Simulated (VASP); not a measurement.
# Ge (Pm-3m) in VASP: a series of runs

Runs on Ge. Level: PBE. Tasks: single point, relaxation of cell and atoms.

Program: VASP 6.6.1. These are calculated values, not measurements. Logs are shortened: lines on timing, memory, paths and dates and some standing lists are left out, and cuts for length are marked.

### Step 1. The cell of the first run

It takes space group Pm-3m (No. 221, cubic). The conventional cell has a = 2.710 Å, b = 2.710 Å, c = 2.710 Å, α = 90.00°, β = 90.00°, γ = 90.00°. Ge (site symmetry m-3m) has 6 Ge at 2.71 Å within 3.6 Å.

This isn't the form of Ge at room conditions, which is diamond.

### Step 2. Single point, PBE

INCAR reads:

```
SYSTEM = Ge
  PREC = Accurate
  ENCUT = 520
  EDIFF = 1E-7
  ISMEAR = -1
  SIGMA = 0.05
  LREAL = .FALSE.
  LASPH = .TRUE.
  NELM = 100
  ALGO = Normal
  ISIF = 2
  LWAVE = .FALSE.
  LCHARG = .TRUE.
  GGA = PE
  LELF = .TRUE.
  LVHAR = .TRUE.
  NBANDS = 13
```

KPOINTS reads:

```
regular mesh
0
G
  15 15 15
  0 0 0
```

POSCAR reads:

```
Ge
1.0
    2.7099730378      0.0000000000      0.0000000000
    0.0000000000      2.7099730378      0.0000000000
    0.0000000000      0.0000000000      2.7099730378
Ge
1
Direct
    0.0000000000      0.0000000000      0.0000000000
```

Potentials or basis: VASP PAW PBE potentials, release 64 (Ge_d).

Command:

```console
> cat potpaw_PBE.64/Ge_d/POTCAR > POTCAR
> mpirun -np 1 vasp_std > vasp.out
```

OUTCAR:

```text
SYSTEM = Ge
   PREC = Accurate
   ENCUT = 520
   EDIFF = 1E-7
   ISMEAR = -1
   LREAL = .FALSE.
   LASPH = .TRUE.
   NELM = 100
   ISIF = 2
   GGA = PE

 ion  position               nearest neighbor table
   1  0.000  0.000  0.000-

  LATTYP: Found a simple cubic cell.
 ALAT       =     2.7099730378

  Lattice vectors:

 A1 = (   2.7099730378,   0.0000000000,   0.0000000000)
 A2 = (   0.0000000000,   2.7099730378,   0.0000000000)
 A3 = (   0.0000000000,   0.0000000000,   2.7099730378)

Analysis of symmetry for initial positions (statically):
=====================================================================
 Subroutine PRICEL returns:
 Original cell was already a primitive cell.

 Routine SETGRP: Setting up the symmetry group for a
 simple cubic supercell.

 Subroutine GETGRP returns: Found 48 space group operations
 (whereof 48 operations were pure point group operations)
 out of a pool of 48 trial point group operations.

The static configuration has the point symmetry O_h .

Analysis of symmetry for dynamics (positions and initial velocities):
=====================================================================
 Subroutine PRICEL returns:
 Original cell was already a primitive cell.

 Routine SETGRP: Setting up the symmetry group for a
 simple cubic supercell.

 Subroutine GETGRP returns: Found 48 space group operations
 (whereof 48 operations were pure point group operations)
 out of a pool of 48 trial point group operations.

The dynamic configuration has the point symmetry O_h .

 Subroutine INISYM returns: Found 48 space group operations
 (whereof 48 operations are pure point group operations),
 and found     1 'primitive' translations

----------------------------------------------------------------------------------------

                                     Primitive cell

  volume of cell :      19.9019

  direct lattice vectors                    reciprocal lattice vectors
     2.709973038  0.000000000  0.000000000     0.369007361  0.000000000  0.000000000
     0.000000000  2.709973038  0.000000000     0.000000000  0.369007361  0.000000000
     0.000000000  0.000000000  2.709973038     0.000000000  0.000000000  0.369007361

  length of vectors
     2.709973038  2.709973038  2.709973038     0.369007361  0.369007361  0.369007361

  position of ions in fractional coordinates (direct lattice)
     0.000000000  0.000000000  0.000000000

  ion indices of the primitive-cell ions
   primitive index   ion index
                 1           1

----------------------------------------------------------------------------------------

 KPOINTS: regular mesh

Automatic generation of k-mesh.
 Grid dimensions read from file:
 generate k-points for:   15   15   15

 Generating k-lattice:

  Cartesian coordinates                     Fractional coordinates (reciprocal lattice)
     0.024600491  0.000000000  0.000000000     0.066666667  0.000000000  0.000000000
     0.000000000  0.024600491  0.000000000     0.000000000  0.066666667  0.000000000
     0.000000000  0.000000000  0.024600491     0.000000000  0.000000000  0.066666667

  Length of vectors
     0.024600491  0.024600491  0.024600491

  Shift w.r.t. Gamma in fractional coordinates (k-lattice)
     0.000000000  0.000000000  0.000000000

 Subroutine IBZKPT returns following result:
 ===========================================

 Found    120 irreducible k-points:

 Following reciprocal coordinates:
            Coordinates               Weight
  0.000000  0.000000  0.000000      1.000000
  0.066667  0.000000  0.000000      6.000000
  0.133333  0.000000  0.000000      6.000000
  0.200000  0.000000  0.000000      6.000000
  0.266667  0.000000  0.000000      6.000000
  0.333333  0.000000  0.000000      6.000000
[... 16 lines left out ...]
  0.266667  0.200000  0.000000     24.000000
  0.333333  0.200000  0.000000     24.000000
 [... further k-points ...]
   k-points           NKPTS =    120   k-points in BZ     NKDIM =    120   number of bands    NBANDS=     13
   number of dos      NEDOS =    301   number of ions     NIONS =      1
   total plane-waves  NPLWV =   8000
   dimension x,y,z NGX =    20 NGY =   20 NGZ =   20
   dimension x,y,z NGXF=    40 NGYF=   40 NGZF=   40
   ions per type =               1
   NGX,Y,Z   is equivalent  to a cutoff of  12.27, 12.27, 12.27 a.u.
   NGXF,Y,Z  is equivalent  to a cutoff of  24.54, 24.54, 24.54 a.u.
 SYSTEM =  Ge
   PREC   = accura    normal or accurate (medium, high low for compatibility)
   ISTART =      0    job   : 0-new  1-cont  2-samecut
   ICHARG =      2    charge: 1-file 2-atom 10-const
   ISPIN  =      1    spin polarized calculation?
   LNONCOLLINEAR =      F non collinear calculations
   LSORBIT =      F    spin-orbit coupling
   LASPH  =      T    aspherical Exc in radial PAW
   ENCUT  =  520.0 eV  38.22 Ry    6.18 a.u.   5.04  5.04  5.04*2*pi/ulx,y,z
   NELM   =    100;   NELMIN=  2; NELMDL= -5     # of ELM steps
   EDIFF  = 0.1E-06   stopping-criterion for ELM
   LREAL  =      F    real-space projection
   EDIFFG = 0.1E-05   stopping-criterion for IOM
   NSW    =      0    number of steps for IOM
   IBRION =     -1    ionic relax: 0-MD 1-quasi-New 2-CG
   NFREE  =      0    steps in history (QN), initial steepest desc. (CG)
   ISIF   =      2    stress and relaxation
   ISYM   =      2    0-nonsym 1-usesym 2-fastsym
   POTIM  = 0.5000    time-step for ionic-motion
   TEBEG  =    0.0;   TEEND  =   0.0 temperature during run
   PSTRESS=    0.0 pullay stress
   NELECT =      14.0000    total number of electrons
   NUPDOWN=      -1.0000    fix difference up-down
   EMIN   =  10.00;   EMAX   =-10.00  energy-range for DOS
   EFERMI =   0.00;   METHOD = LEGACY
   ISMEAR =    -1;   SIGMA  =   0.05  broadening in eV -4-tet -1-fermi 0-gaus
   EFERMI_NEDOS =   21; number of points for ismear=-14 and -15
   IALGO  =     38    algorithm
   IMIX   =      4    mixing-type and parameters
     AMIX     =   0.40;   BMIX     =  1.00
     AMIX_MAG =   1.60;   BMIX_MAG =  1.00
  volume/ion in A,a.u.               =      19.90       134.30
  Fermi-wavevector in a.u.,A,eV,Ry     =   1.455970  2.751385 28.842307  2.119850
  Thomas-Fermi vector in A             =   2.572943
   LORBIT       =      0    0 simple, 1 ext, 2 COOP (PROOUT), +10 PAW based schemes
   GGA     = PE    functional components
   LHFCALC =     F    Hartree Fock is set to
   AEXX    =    0.0000 exact exchange contribution
   IVDW    =     0    specifies the selected vdW correction
   LEPSILON=     F    determine dielectric tensor
   LRPA    =     F    only Hartree local field effects (RPA)
 non-spin polarized calculation
  energy-cutoff  :      520.00
  volume of cell :       19.90
 maximum number of plane-waves:       552
   NGX = 11   NGY = 11   NGZ = 11

 number of electron      13.9999968 magnetization

 Free energy of the ion-electron system (eV)
  ---------------------------------------------------
  ext. energy  EPLUGINS =         0.00000000
  ---------------------------------------------------
  free energy    TOTEN  =        -4.27051588 eV

  energy without entropy =       -4.26466147  energy(sigma->0) =       -4.26758867

 E-fermi :   5.8890     XC(G=0): -10.9152

 val. band max:        5.8764653965   @ k =   0.2667   0.2667   0.0667
 cond. band min:       5.9107959360   @ k =   0.4667   0.4000   0.2667
 fundamental gap:      0.0343305395
 Fermi energy:         5.8889763094

 k-point     1 :       0.0000    0.0000    0.0000
  band No.  band energies     occupation
      1     -18.7545      2.00000
      2     -18.7545      2.00000
      3     -18.5109      2.00000
      4     -18.5109      2.00000
      5     -18.5109      2.00000
      6      -6.8156      2.00000
      7      12.5102      0.00000
      8      12.5102      0.00000
      9      12.5102      0.00000
     10      15.9451      0.00000
     11      15.9451      0.00000
     12      18.3581      0.00000
     13      34.5444      0.00000

 k-point     2 :       0.0667    0.0000    0.0000
  band No.  band energies     occupation
      1     -18.7539      2.00000
      2     -18.7462      2.00000
      3     -18.5136      2.00000
      4     -18.5136      2.00000
      5     -18.5106      2.00000
      6      -6.7287      2.00000
      7      11.2253      0.00000
      8      12.5937      0.00000
      9      12.5937      0.00000
     10      16.0225      0.00000
     11      16.8969      0.00000
     12      18.9170      0.00000
     13      32.2980      0.00000

 k-point     3 :       0.1333    0.0000    0.0000
  band No.  band energies     occupation
      1     -18.7523      2.00000
      2     -18.7228      2.00000
      3     -18.5214      2.00000
      4     -18.5214      2.00000
      5     -18.5100      2.00000
      6      -6.4688      2.00000
      7       9.0854      0.00000
      8      12.8404      0.00000
      9      12.8404      0.00000
     10      16.2540      0.00000
     11      17.6857      0.00000
     12      20.9317      0.00000
     13      29.9750      0.00000

 k-point     4 :       0.2000    0.0000    0.0000
  band No.  band energies     occupation
      1     -18.7499      2.00000
      2     -18.6885      2.00000
      3     -18.5329      2.00000
      4     -18.5329      2.00000
      5     -18.5090      2.00000
      6      -6.0382      2.00000
      7       6.9357      0.00000
      8      13.2377      0.00000
      9      13.2377      0.00000
     10      16.6360      0.00000
     11      18.1964      0.00000
     12      23.5884      0.00000
     13      27.8462      0.00000

 k-point     5 :       0.2667    0.0000    0.0000
  band No.  band energies     occupation
      1     -18.7472      2.00000
      2     -18.6491      2.00000
      3     -18.5460      2.00000
      4     -18.5460      2.00000
      5     -18.5079      2.00000
      6      -5.4444      2.00000
      7       4.9198      2.00000
      8      13.7595      0.00000
      9      13.7595      0.00000
     10      17.1597      0.00000
     11      18.7671      0.00000
     12      25.7809      0.00000
     13      25.9404      0.00000

 k-point     6 :       0.3333    0.0000    0.0000
  band No.  band energies     occupation
      1     -18.7445      2.00000
      2     -18.6116      2.00000
      3     -18.5585      2.00000
      4     -18.5585      2.00000
      5     -18.5069      2.00000
      6      -4.7079      2.00000
      7       3.0981      2.00000
      8      14.3555      0.00000
      9      14.3555      0.00000
     10      17.8028      0.00000
     11      19.4533      0.00000
     12      24.3079      0.00000
     13      24.3079      0.00000

 k-point     7 :       0.4000    0.0000    0.0000
  band No.  band energies     occupation
      1     -18.7425      2.00000
      2     -18.5824      2.00000
      3     -18.5683      2.00000
      4     -18.5683      2.00000
      5     -18.5061      2.00000
      6      -3.8920      2.00000
      7       1.5514      2.00000
      8      14.9278      0.00000
      9      14.9278      0.00000
     10      18.5020      0.00000
     11      20.2379      0.00000
     12      23.0455      0.00000
     13      23.0455      0.00000
[... 193 lines left out ...]
 k-point    20 :       0.4000    0.1333    0.0000
  band No.  band energies     occupation
      1     -18.7201      2.00000
      2     -18.5832      2.00000
      3     -18.5688      2.00000
      4     -18.5671      2.00000
      5     -18.5163      2.00000
      6      -3.5481      2.00000
      7       1.8855      2.00000
      8      11.7192      0.00000
      9      15.2585      0.00000
     10      17.8936      0.00000
     11      19.9541      0.00000
     12      23.1252      0.00000
     13      23.3627      0.00000

 k-point    21 :       0.4667    0.1333    0.0000
  band No.  band energies     occupation
      1     -18.7189      2.00000
      2     -18.5890      2.00000
      3     -18.5724      2.00000
      4     -18.5527      2.00000
      5     -18.5158      2.00000
      6      -2.8744      2.00000
      7       0.8455      2.00000
      8      12.1936      0.00000
      9      15.6368      0.00000
     10      17.1732      0.00000
     11      20.7014      0.00000
     12      22.4471      0.00000
     13      22.6406      0.00000

 k-point    22 :       0.2000    0.2000    0.0000
  band No.  band energies     occupation
      1     -18.7160      2.00000
      2     -18.6502      2.00000
      3     -18.5584      2.00000
      4     -18.5315      2.00000
      5     -18.5301      2.00000
      6      -5.2623      2.00000
      7       7.3056      0.00000
      8       8.0925      0.00000
      9      13.9653      0.00000
     10      18.0424      0.00000
     11      20.8572      0.00000
     12      24.0818      0.00000
     13      25.2880      0.00000

 k-point    23 :       0.2667    0.2000    0.0000
  band No.  band energies     occupation
      1     -18.7078      2.00000
      2     -18.6154      2.00000
      3     -18.5735      2.00000
      4     -18.5438      2.00000
      5     -18.5295      2.00000
      6      -4.6697      2.00000
      7       5.6178      1.99121
      8       8.3208      0.00000
      9      14.4872      0.00000
     10      18.1785      0.00000
     11      19.5468      0.00000
     12      25.0632      0.00000
     13      26.6214      0.00000

 k-point    24 :       0.3333    0.2000    0.0000
  band No.  band energies     occupation
      1     -18.7027      2.00000
      2     -18.5881      2.00000
      3     -18.5792      2.00000
      4     -18.5561      2.00000
      5     -18.5283      2.00000
      6      -3.9348      2.00000
      7       3.8271      2.00000
      8       8.9496      0.00000
      9      15.0831      0.00000
     10      17.1061      0.00000
     11      19.6988      0.00000
     12      25.0091      0.00000
     13      25.1034      0.00000

 [... further k-points ...]
[... 5 lines left out ...]
  --------------------------------------------------------------------------------------
  -------------------------------------------------------------------------------------
  Total       -0.0114940     -0.0114940     -0.0114940     -0.0000000      0.0000000     -0.0000000
  in kB       -0.9253103     -0.9253103     -0.9253103     -0.0000000      0.0000000     -0.0000000
  external PRESSURE =      -0.9253103 kB  Pullay stress =       0.0000000 kB

 VOLUME and BASIS-vectors are now :
 -----------------------------------------------------------------------------
  energy-cutoff  :      520.00
  volume of cell :       19.90
      direct lattice vectors                 reciprocal lattice vectors
     2.709973038  0.000000000  0.000000000     0.369007361  0.000000000  0.000000000
     0.000000000  2.709973038  0.000000000     0.000000000  0.369007361  0.000000000
     0.000000000  0.000000000  2.709973038     0.000000000  0.000000000  0.369007361

 POSITION                                       TOTAL-FORCE (eV/Angst)
 -----------------------------------------------------------------------------------
      0.00000      0.00000      0.00000         0.000000      0.000000      0.000000
 -----------------------------------------------------------------------------------
    total drift:                                0.000000      0.000000      0.000000

  FREE ENERGIE OF THE ION-ELECTRON SYSTEM (eV)
  ---------------------------------------------------
  free  energy   TOTEN  =        -4.2705158756 eV

  energy  without entropy=       -4.2646614689  energy(sigma->0) =       -4.26758867
```

Run time: 26 s. Hardware: 1 thread of Intel Xeon 8259CL, shared host; peak memory 0.14 GiB.

Results:

| Quantity | Value |
| --- | --- |
| Free energy | -4.2705 eV |
| Pressure | -0.1 GPa |
| Band gap on the k mesh | zero (bands 7 and 8 overlap by 8.90 eV) |

Levels at points of the mesh, in eV from the Fermi level:
```tsv
k point	band 5	band 6	band 7	band 8	band 9	band 10
(0.00, 0.00, 0.00)	-24.40	-12.70	6.62	6.62	6.62	10.06
```

### Step 3. Relaxation of cell and atoms, PBE

INCAR reads:

```
  ALGO = Normal
  EDIFF = 1E-7
  EDIFFG = -0.005
  ENCUT = 600
  GGA = PE
  IBRION = 2
  ISIF = 3
  ISMEAR = -1
  LASPH = True
  LCHARG = False
  LREAL = False
  LWAVE = False
  NELM = 60
  NSW = 45
  PREC = Accurate
  SIGMA = 0.05
```

KPOINTS reads:

```
k-points
0
Gamma
  15 15 15
```

POSCAR is that of step 2.

Potentials or basis: VASP PAW PBE potentials, release 64 (Ge_d).

Command:

```console
> cat potpaw_PBE.64/Ge_d/POTCAR > POTCAR
> mpirun -np 1 vasp_std > vasp.out
```

It took 47 s on 1 thread of Intel Xeon 8259CL, shared host; peak memory 0.16 GiB.

Results (log left out):

- Free energy: -4.2706 eV
- Relaxed volume: 19.92 Å³/atom
- Relaxed cell: a = 2.711 Å, b = 2.711 Å, c = 2.711 Å, α = 90.00°, β = 90.00°, γ = 90.00°
- Space group after relaxing (to 0.1 Å): Pm-3m (No. 221)
- Energy gained by relaxing: 0.0 meV/atom
- Ionic steps: 2
- Pressure after relaxing: 0.0 GPa
- Band gap on the k mesh: zero (bands 7 and 8 overlap by 8.89 eV)

Final structure:
```yaml
crystal:
  lattice:
    - [2.71097, 0.00000, 0.00000]
    - [0.00000, 2.71097, 0.00000]
    - [0.00000, 0.00000, 2.71097]
  atoms:
    - { symbol: Ge, position: [0.00000, 0.00000, 0.00000] }
```

Levels at points of the mesh, in eV from the Fermi level:
| k point | band 4 | band 5 | band 6 | band 7 | band 8 | band 9 | band 10 | band 11 |
| --- | --- | --- | --- | --- | --- | --- | --- | --- |
| (0.00, 0.00, 0.00) | -24.40 | -24.40 | -12.70 | 6.62 | 6.62 | 6.62 | 10.05 | 10.05 |

### Step 4. Relaxation of cell and atoms, PBE

This run uses another cell than the first one, of 20.52 Å³/atom.

INCAR reads:

```
SYSTEM = Ge
  PREC = Accurate
  ENCUT = 600
  EDIFF = 1E-6
  ISMEAR = -1
  SIGMA = 0.05
  LREAL = .FALSE.
  LASPH = .TRUE.
  NELM = 100
  ALGO = Normal
  ISIF = 3
  LWAVE = .FALSE.
  LCHARG = .FALSE.
  GGA = PE
  IBRION = 2
  NSW = 60
  EDIFFG = -0.005
```

KPOINTS reads:

```
regular mesh
0
G
  15 15 15
  0 0 0
```

POSCAR reads:

```
Ge
1.0
    2.7377415812      0.0000000000      0.0000000000
    0.0000000000      2.7377415812      0.0000000000
    0.0000000000      0.0000000000      2.7377415812
Ge
1
Direct
    0.0000000000      0.0000000000      0.0000000000
```

Command:

```console
> cat potpaw_PBE.64/Ge_d/POTCAR > POTCAR
> mpirun -np 1 vasp_std > vasp.out
```

Run time: 58 s. Hardware: 1 thread of Intel Xeon 8259CL, shared host; peak memory 0.17 GiB.

It converged, with:

* Free energy: -4.2707 eV
* Relaxed volume: 19.92 Å³/atom
* Relaxed cell: a = 2.711 Å, b = 2.711 Å, c = 2.711 Å, α = 90.00°, β = 90.00°, γ = 90.00°
* Space group after relaxing (to 0.1 Å): Pm-3m (No. 221)
* Energy gained by relaxing: 3.6 meV/atom
* Ionic steps: 3
* Pressure after relaxing: 0.0 GPa
* Band gap on the k mesh: zero (bands 7 and 8 overlap by 8.90 eV)

The path:
```csv
step,energy change (eV),largest force (eV/Å),pressure (GPa),volume (Å³)
1,0.0000,0.0000,-1.97,20.52
2,-0.0034,0.0000,0.40,19.78
3,-0.0036,0.0000,0.02,19.92
```

Final structure:
```
Ge
1.0
     2.71069    0.00000    0.00000
     0.00000    2.71069    0.00000
     0.00000    0.00000    2.71069
Ge
1
Direct
  0.00000 0.00000 0.00000
```

Levels at points of the mesh, in eV from the Fermi level:
| k point | band 4 | band 5 | band 6 | band 7 | band 8 | band 9 | band 10 | band 11 |
| --- | --- | --- | --- | --- | --- | --- | --- | --- |
| (0.00, 0.00, 0.00) | -24.40 | -24.40 | -12.70 | 6.62 | 6.62 | 6.62 | 10.05 | 10.05 |

### Step 5. Summary

```tsv
task	cell	cutoff (eV)	gap on the mesh (eV)	pressure (GPa)	relaxed volume (Å³/atom)
single point	a = 2.710 Å, 1 atom	520	none	-0.1	-
relaxation of cell and atoms	relaxed from a = 2.710 Å, 1 atom	600	none	0.0	19.92
relaxation of cell and atoms	relaxed from a = 2.738 Å, 1 atom	600	none	0.0	19.92
```

Alike in all rows: level PBE; potentials or basis VASP PAW PBE potentials, release 64 (Ge_d); no spin polarisation; k mesh 15 × 15 × 15; smearing fermi-dirac 0.05 eV.

Absolute energies hang on the potentials; compare differences alone.
